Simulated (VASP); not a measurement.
# ReBi (CsCl type) (Pm-3m) in VASP: notebook

The runs below take ReBi (CsCl type) through single point, with PBE, PBE+D4.

All numbers are computed with VASP 6.6.1; they aren't measurements. Logs are shortened: lines on timing, memory, paths and dates and some standing lists are left out, and cuts for length are marked.

**1. The cell of the first run**

Symmetry: Pm-3m, No. 221, cubic system. Conventional cell: a = 3.015 Å, b = 3.015 Å, c = 3.015 Å, α = 90.00°, β = 90.00°, γ = 90.00°. Re (site symmetry m-3m) has 8 Bi at 2.61 Å and 6 Re at 3.02 Å within 3.4 Å. Bi (site symmetry m-3m) has 8 Re at 2.61 Å and 6 Bi at 3.02 Å within 3.4 Å.

**2. Single point, PBE (13.70 Å³/atom)**

Input file INCAR:

```
SYSTEM = ReBi
PREC = Accurate ; ENCUT = 520
EDIFF = 1E-7 ; ISMEAR = -1
SIGMA = 0.05 ; LREAL = .FALSE.
LASPH = .TRUE. ; NELM = 80
ALGO = Normal ; ISIF = 2
LWAVE = .FALSE. ; LCHARG = .FALSE.
GGA = PE ; NBANDS = 18
```

Input file KPOINTS:

```
regular mesh
0
G
  11 11 11
  0 0 0
```

Input file POSCAR:

```
ReBi
1.0
    3.0150984184      0.0000000000      0.0000000000
    0.0000000000      3.0150984184      0.0000000000
    0.0000000000      0.0000000000      3.0150984184
Re Bi
1 1
Direct
    0.0000000000      0.0000000000      0.0000000000
    0.5000000000      0.5000000000      0.5000000000
```

Potentials or basis: VASP PAW PBE potentials, release 64 (Re, Bi_d).

Command:

```sh
$ cat potpaw_PBE.64/Re/POTCAR potpaw_PBE.64/Bi_d/POTCAR > POTCAR
$ mpirun -np 1 vasp_std > vasp.out
```

OUTCAR:

```text
SYSTEM = ReBi
   PREC = Accurate
   ENCUT = 520
   EDIFF = 1E-7
   ISMEAR = -1
   LREAL = .FALSE.
   LASPH = .TRUE.
   NELM = 80
   ISIF = 2
   GGA = PE

 ion  position               nearest neighbor table
   1  0.000  0.000  0.000-   2 2.61   2 2.61   2 2.61   2 2.61   2 2.61   2 2.61   2 2.61   2 2.61

   2  0.500  0.500  0.500-   1 2.61   1 2.61   1 2.61   1 2.61   1 2.61   1 2.61   1 2.61   1 2.61

  LATTYP: Found a simple cubic cell.
 ALAT       =     3.0150984184

  Lattice vectors:

 A1 = (   3.0150984184,   0.0000000000,   0.0000000000)
 A2 = (   0.0000000000,   3.0150984184,   0.0000000000)
 A3 = (   0.0000000000,   0.0000000000,   3.0150984184)

Analysis of symmetry for initial positions (statically):
=====================================================================
 Subroutine PRICEL returns:
 Original cell was already a primitive cell.

 Routine SETGRP: Setting up the symmetry group for a
 simple cubic supercell.

 Subroutine GETGRP returns: Found 48 space group operations
 (whereof 48 operations were pure point group operations)
 out of a pool of 48 trial point group operations.

The static configuration has the point symmetry O_h .

Analysis of symmetry for dynamics (positions and initial velocities):
=====================================================================
 Subroutine PRICEL returns:
 Original cell was already a primitive cell.

 Routine SETGRP: Setting up the symmetry group for a
 simple cubic supercell.

 Subroutine GETGRP returns: Found 48 space group operations
 (whereof 48 operations were pure point group operations)
 out of a pool of 48 trial point group operations.

The dynamic configuration has the point symmetry O_h .

 Subroutine INISYM returns: Found 48 space group operations
 (whereof 48 operations are pure point group operations),
 and found     1 'primitive' translations

----------------------------------------------------------------------------------------

                                     Primitive cell

  volume of cell :      27.4097

  direct lattice vectors                    reciprocal lattice vectors
     3.015098418  0.000000000  0.000000000     0.331664132  0.000000000  0.000000000
     0.000000000  3.015098418  0.000000000     0.000000000  0.331664132  0.000000000
     0.000000000  0.000000000  3.015098418     0.000000000  0.000000000  0.331664132
[... 74 lines left out ...]
 SYSTEM =  ReBi
   PREC   = accura    normal or accurate (medium, high low for compatibility)
   ISTART =      0    job   : 0-new  1-cont  2-samecut
   ICHARG =      2    charge: 1-file 2-atom 10-const
   ISPIN  =      1    spin polarized calculation?
   LNONCOLLINEAR =      F non collinear calculations
   LSORBIT =      F    spin-orbit coupling
   LASPH  =      T    aspherical Exc in radial PAW
   ENCUT  =  520.0 eV  38.22 Ry    6.18 a.u.   5.61  5.61  5.61*2*pi/ulx,y,z
   NELM   =     80;   NELMIN=  2; NELMDL= -5     # of ELM steps
   EDIFF  = 0.1E-06   stopping-criterion for ELM
   LREAL  =      F    real-space projection
   EDIFFG = 0.1E-05   stopping-criterion for IOM
   NSW    =      0    number of steps for IOM
   IBRION =     -1    ionic relax: 0-MD 1-quasi-New 2-CG
   NFREE  =      0    steps in history (QN), initial steepest desc. (CG)
   ISIF   =      2    stress and relaxation
   ISYM   =      2    0-nonsym 1-usesym 2-fastsym
   POTIM  = 0.5000    time-step for ionic-motion
   TEBEG  =    0.0;   TEEND  =   0.0 temperature during run
   PSTRESS=    0.0 pullay stress
   NELECT =      22.0000    total number of electrons
   NUPDOWN=      -1.0000    fix difference up-down
   EMIN   =  10.00;   EMAX   =-10.00  energy-range for DOS
   EFERMI =   0.00;   METHOD = LEGACY
   ISMEAR =    -1;   SIGMA  =   0.05  broadening in eV -4-tet -1-fermi 0-gaus
   EFERMI_NEDOS =   21; number of points for ismear=-14 and -15
   IALGO  =     38    algorithm
   IMIX   =      4    mixing-type and parameters
     AMIX     =   0.40;   BMIX     =  1.00
     AMIX_MAG =   1.60;   BMIX_MAG =  1.00
  volume/ion in A,a.u.               =      13.70        92.48
  Fermi-wavevector in a.u.,A,eV,Ry     =   1.521415  2.875057 31.493436  2.314702
  Thomas-Fermi vector in A             =   2.630133
   LORBIT       =      0    0 simple, 1 ext, 2 COOP (PROOUT), +10 PAW based schemes
   GGA     = PE    functional components
   LHFCALC =     F    Hartree Fock is set to
   AEXX    =    0.0000 exact exchange contribution
   IVDW    =     0    specifies the selected vdW correction
   LEPSILON=     F    determine dielectric tensor
   LRPA    =     F    only Hartree local field effects (RPA)
 non-spin polarized calculation
  energy-cutoff  :      520.00
  volume of cell :       27.41
 maximum number of plane-waves:       747
 NGX is ok and might be reduce to    24
   NGX = 11   NGY = 11   NGZ = 11

 number of electron      22.0000009 magnetization

 Free energy of the ion-electron system (eV)
  ---------------------------------------------------
  ext. energy  EPLUGINS =         0.00000000
  ---------------------------------------------------
  free energy    TOTEN  =       -10.41590074 eV

  energy without entropy =      -10.41298437  energy(sigma->0) =      -10.41444256

 E-fermi :  16.1092     XC(G=0): -14.4575

 val. band max:       16.0566716779   @ k =   0.1818   0.0000   0.0000
 cond. band min:      16.1601095746   @ k =   0.2727   0.0909   0.0000
 fundamental gap:      0.1034378968
 Fermi energy:        16.1092099468

 k-point     1 :       0.0000    0.0000    0.0000
  band No.  band energies     occupation
      1      -8.5798      2.00000
      2      -8.5798      2.00000
      3      -7.8971      2.00000
      4      -7.8971      2.00000
      5      -7.8971      2.00000
      6      -2.1332      2.00000
[... 481 lines left out ...]
      5      -7.8985      2.00000
      6      -0.2493      2.00000
[... 10 lines left out ...]
     17      28.8853      0.00000
     18      30.4452      0.00000

 [... further k-points ...]
[... 5 lines left out ...]
  --------------------------------------------------------------------------------------
  -------------------------------------------------------------------------------------
  Total       23.4446994     23.4446994     23.4446994      0.0000000      0.0000000     -0.0000000
  in kB     1370.4108020   1370.4108020   1370.4108020      0.0000000      0.0000000     -0.0000000
  external PRESSURE =    1370.4108020 kB  Pullay stress =       0.0000000 kB

 VOLUME and BASIS-vectors are now :
 -----------------------------------------------------------------------------
  energy-cutoff  :      520.00
  volume of cell :       27.41
      direct lattice vectors                 reciprocal lattice vectors
     3.015098418  0.000000000  0.000000000     0.331664132  0.000000000  0.000000000
     0.000000000  3.015098418  0.000000000     0.000000000  0.331664132  0.000000000
     0.000000000  0.000000000  3.015098418     0.000000000  0.000000000  0.331664132

 POSITION                                       TOTAL-FORCE (eV/Angst)
 -----------------------------------------------------------------------------------
      0.00000      0.00000      0.00000         0.000000      0.000000      0.000000
      1.50755      1.50755      1.50755         0.000000      0.000000      0.000000
 -----------------------------------------------------------------------------------
    total drift:                                0.000000     -0.000000     -0.000000

  FREE ENERGIE OF THE ION-ELECTRON SYSTEM (eV)
  ---------------------------------------------------
  free  energy   TOTEN  =       -10.4159007419 eV

  energy  without entropy=      -10.4129843712  energy(sigma->0) =      -10.41444256
```

OSZICAR:

```text
N       E                     dE             d eps       ncg     rms          rms(c)
DAV:   1     0.157442512166E+03    0.15744E+03   -0.12065E+04  3026   0.176E+03
DAV:   2    -0.281224340934E+01   -0.16025E+03   -0.15469E+03  3150   0.558E+02
DAV:   3    -0.106659379362E+02   -0.78537E+01   -0.77700E+01  3284   0.130E+02
DAV:   4    -0.107967232743E+02   -0.13079E+00   -0.13063E+00  3388   0.113E+01
DAV:   5    -0.108008344229E+02   -0.41111E-02   -0.41105E-02  3068   0.175E+00    0.394E+01
DAV:   6    -0.105454099720E+02    0.25542E+00   -0.89531E-02  3718   0.613E+00    0.225E+01
DAV:   7    -0.104175701895E+02    0.12784E+00   -0.10093E-01  3752   0.597E+00    0.596E-01
DAV:   8    -0.104158821882E+02    0.16880E-02   -0.77813E-03  3280   0.153E+00    0.495E-02
DAV:   9    -0.104158978781E+02   -0.15690E-04   -0.13637E-04  3624   0.180E-01    0.644E-02
DAV:  10    -0.104158997655E+02   -0.18874E-05   -0.29503E-06  3128   0.401E-02    0.311E-02
DAV:  11    -0.104158994098E+02    0.35566E-06   -0.34507E-06  3296   0.567E-02    0.546E-03
DAV:  12    -0.104159000695E+02   -0.65972E-06   -0.15398E-07  1860   0.490E-03    0.949E-04
DAV:  13    -0.104159007058E+02   -0.63629E-06   -0.34299E-08  1424   0.731E-03    0.249E-03
DAV:  14    -0.104159007419E+02   -0.36106E-07   -0.13191E-08  1386   0.169E-03
   1 F= -.10415901E+02 E0= -.10414443E+02  d E =-.291637E-02
```

Wall time 12 s (1 thread of Intel Xeon Platinum 8559C (Emerald Rapids), shared host); peak memory 0.16 GiB.

What came out:

- Free energy: -10.4159 eV
- Pressure: 137.0 GPa
- Band gap on the k mesh: zero (bands 11 and 12 overlap by 2.00 eV)

Caveat: the cell stands under pressure; spin-orbit coupling is left out, which moves the levels of the heavy elements.

**3. Single point, PBE (13.70 Å³/atom)**

Input file INCAR:

```
PREC     = Accurate       # precision mode
ENCUT    = 520            # plane-wave cutoff, eV
EDIFF    = 1E-6           # SCF threshold, eV
ISMEAR   = -1             # smearing method
SIGMA    = 0.05           # smearing width, eV
LREAL    = False          # projectors in reciprocal space
LASPH    = True           # aspherical terms in the spheres
NELM     = 60             # most SCF steps
ALGO     = Normal         # electronic algorithm
ISIF     = 2              # what is computed and relaxed
LWAVE    = False          # write WAVECAR
LCHARG   = False          # write CHGCAR
GGA      = PE             # functional
NBANDS   = 18             # bands
```

Input file KPOINTS:

```
regular mesh
0
Gamma
  11 11 11
```

POSCAR is that of step 2.

Potentials or basis: VASP PAW PBE potentials, release 64 (Re, Bi_d).

Command:

```sh
$ cat potpaw_PBE.64/Re/POTCAR potpaw_PBE.64/Bi_d/POTCAR > POTCAR
$ mpirun -np 1 vasp_std > vasp.out
```

It took 9.5 s on 1 thread of Intel Xeon Platinum 8559C (Emerald Rapids), shared host; peak memory 0.16 GiB.

Results (log left out):

- Free energy: -10.4159 eV
- Pressure: 137.1 GPa
- Band gap on the k mesh: zero (bands 11 and 12 overlap by 2.00 eV)

Levels at points of the mesh, in eV from the Fermi level:
| k point | band 8 | band 9 | band 10 | band 11 | band 12 | band 13 | band 14 | band 15 |
| --- | --- | --- | --- | --- | --- | --- | --- | --- |
| (0.00, 0.00, 0.00) | -5.08 | 0.09 | 0.09 | 0.09 | 1.01 | 1.01 | 1.01 | 7.13 |

Caveat: the cell stands under pressure; spin-orbit coupling is left out, which moves the levels of the heavy elements.

**4. Single point, PBE+D4**

Input file INCAR:

```
SYSTEM = ReBi
PREC = Accurate
ENCUT = 520
EDIFF = 1E-7
ISMEAR = -1
SIGMA = 0.05
LREAL = .False.
LASPH = .True.
NELM = 60
ALGO = Normal
ISIF = 2
LWAVE = .False.
LCHARG = .False.
GGA = PE
IVDW = 13
NBANDS = 18
```

Input file KPOINTS:

```
Automatic mesh
0
Gamma
  11 11 11
  0 0 0
```

POSCAR is that of step 3.

Command:

```sh
$ cat potpaw_PBE.64/Re/POTCAR potpaw_PBE.64/Bi_d/POTCAR > POTCAR
$ mpirun -np 1 vasp_std > vasp.out
```

Wall time 12 s (1 thread of Intel Xeon Platinum 8559C (Emerald Rapids), shared host); peak memory 0.16 GiB.

Results (log left out):

* Free energy: -12.3199 eV
* Pressure: 127.0 GPa
* Band gap on the k mesh: zero (bands 11 and 12 overlap by 2.00 eV)
* Dispersion energy per atom: -0.952 eV

Levels at points of the mesh, in eV from the Fermi level:
```
           k point  band 9  band 10  band 11  band 12  band 13  band 14
(0.00, 0.00, 0.00)    0.09     0.09     0.09     1.01     1.01     1.01
```

Caveat: the cell stands under pressure; spin-orbit coupling is left out, which moves the levels of the heavy elements.
